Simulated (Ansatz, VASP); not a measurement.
TiO2 in VASP and in Ansatz

File INCAR:

```
SYSTEM = TiO2
PREC = Accurate
ENCUT = 520
EDIFF = 1E-7
ISMEAR = 0
SIGMA = 0.05
LREAL = .False.
LASPH = .True.
NELM = 80
ALGO = Normal
ISIF = 2
LWAVE = .False.
LCHARG = .False.
GGA = PS
NBANDS = 33
```

Contents of KPOINTS:

```
regular mesh
0
Gamma
  6 6 10
  0 0 0
```

Contents of POSCAR:

```
TiO2
1.0
    4.5912476203      0.0000000000      0.0000000000
    0.0000000000      4.5912476203      0.0000000000
    0.0000000000      0.0000000000      2.9389940195
Ti O
2 4
Direct
    0.0000000000      0.0000000000      0.0425315598
    0.5000000000      0.5000000000      0.5425315598
    0.3044387440      0.3044387440      0.0000000000
    0.1955612560      0.8044387440      0.5000000000
    0.6955612560      0.6955612560      0.0000000000
    0.8044387440      0.1955612560      0.5000000000
```

Input for Ansatz:

```yaml
crystal:
  lattice:
    - [4.5912476203, 0.0, 0.0]
    - [0.0, 4.5912476203, 0.0]
    - [0.0, 0.0, 2.9389940195]
  atoms:
    - { symbol: Ti, position: [0.0, 0.0, 0.0425315598] }
    - { symbol: Ti, position: [0.5, 0.5, 0.5425315598] }
    - { symbol: O, position: [0.304438744, 0.304438744, 0.0] }
    - { symbol: O, position: [0.195561256, 0.804438744, 0.5] }
    - { symbol: O, position: [0.695561256, 0.695561256, 0.0] }
    - { symbol: O, position: [0.804438744, 0.195561256, 0.5] }
basis:
  ecutwfc: 420
kpoints:
  mp_grid: { grid: [6, 6, 10] }
hamiltonian:
  xc: pbesol
scf:
  occupations: { method: gaussian, width: 0.05 }
output:
  forces: true
  stress: true
  eigenvalues: true
```

Change from the starting cell: all Ti atoms moved +0.125 Å, as atom 1 along Cartesian [0 0 1].

Alike in both runs: task single point; functional PBEsol; k mesh 6 × 6 × 10; occupations gaussian, width 0.05 eV; no spin polarisation.

|  | VASP | Ansatz |
| --- | --- | --- |
| version | VASP 6.6.1 | Ansatz 0.2.0 |
| potentials or method | VASP PAW PBE potentials, release 64 (Ti_sv, O), cutoff 520 eV | scalar-relativistic, plane waves, PAW |
| valence electrons in the cell | 48 | 48 |

Ansatz gave:

```
gap on the k mesh at the Fermi level (eV)                     : 2.10
least direct gap on the mesh (eV)                             : 2.33
pressure (GPa)                                                : 2.3
traceless stress, the component that is largest in VASP (GPa) : 0.77
rms of the force components (eV/Å)                            : 0.133
```

Question: Which values does VASP return?

Answer: gap on the k mesh at the Fermi level (eV): 2.08; least direct gap on the mesh (eV): 2.30; pressure (GPa): 3.0; traceless stress, the component that is largest in VASP (GPa): 0.99; rms of the force components (eV/Å): 0.160.

VASP's potentials were made for PBE, not for PBEsol. Atom by atom the forces differ by 0.026 eV/Å (rms over components).
